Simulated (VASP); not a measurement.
Write the native input for VASP 6.6.1 that does the following.

| Quantity | Value |
| --- | --- |
| Task | single point |
| Functional | r2SCAN |
| Potentials or basis | VASP PAW PBE potentials, release 64 (Si) |
| Cutoff | 520 eV |
| k mesh | 6 × 6 × 6 |
| Occupations | gaussian, width 0.01 eV |
| Spin | no spin polarisation |
| Dipole correction | no |
| Further INCAR settings | ALGO = Normal; EDIFF = 1e-07; NBANDS = 11 |

Si:

```
Si
1.0
     0.00000    2.72212    2.72212
     2.72212    0.00000    2.72212
     2.72212    2.72212    0.00000
Si
2
Direct
  0.00000 0.00000 0.00000
  0.25000 0.25000 0.25000
```

The input as run:

POSCAR

```
Si
1.0
    0.0000000000      2.7221188951      2.7221188951
    2.7221188951      0.0000000000      2.7221188951
    2.7221188951      2.7221188951      0.0000000000
Si
2
Direct
    0.0000000000      0.0000000000      0.0000000000
    0.2500000000      0.2500000000      0.2500000000
```

INCAR.step1

```
SYSTEM = Si
  ALGO = Normal
  EDIFF = 1E-4
  ENCUT = 520
  GGA = PE
  ISMEAR = 0
  LASPH = .True.
  LCHARG = .False.
  LREAL = .False.
  LWAVE = .True.
  NBANDS = 11
  NELM = 80
  PREC = Accurate
  SIGMA = 0.01
```

INCAR.step2

```
SYSTEM = Si
  ALGO = Normal
  EDIFF = 1E-7
  ENCUT = 520
  ISIF = 2
  ISMEAR = 0
  ISTART = 1
  LASPH = .True.
  LCHARG = .True.
  LELF = .True.
  LMIXTAU = .True.
  LREAL = .False.
  LVHAR = .True.
  LWAVE = .False.
  METAGGA = R2SCAN
  NBANDS = 11
  NELM = 80
  PREC = Accurate
  SIGMA = 0.01
```

KPOINTS

```
k-points
0
Gamma
  6 6 6
  0 0 0
```

Potentials or basis: VASP PAW PBE potentials, release 64 (Si).

Launch:

```sh
$ cat potpaw_PBE.64/Si/POTCAR > POTCAR
$ cp INCAR.step1 INCAR
$ mpirun -np 1 vasp_std > vasp.out
$ cp INCAR.step2 INCAR
$ mpirun -np 1 vasp_std > vasp.out
```

Results of the run:

```json
{
  "Pressure": "-0.2 GPa",
  "Band gap on the k mesh": "0.93 eV, indirect (least direct gap 2.75 eV)"
}
```

Caveat: the PAW data sets were made with another functional, which shifts forces and pressure a little.

It took 23 s on 1 thread of Intel(R) Xeon(R) Platinum 8488C (Sapphire Rapids) (shared host), peak memory 0.16 GiB.
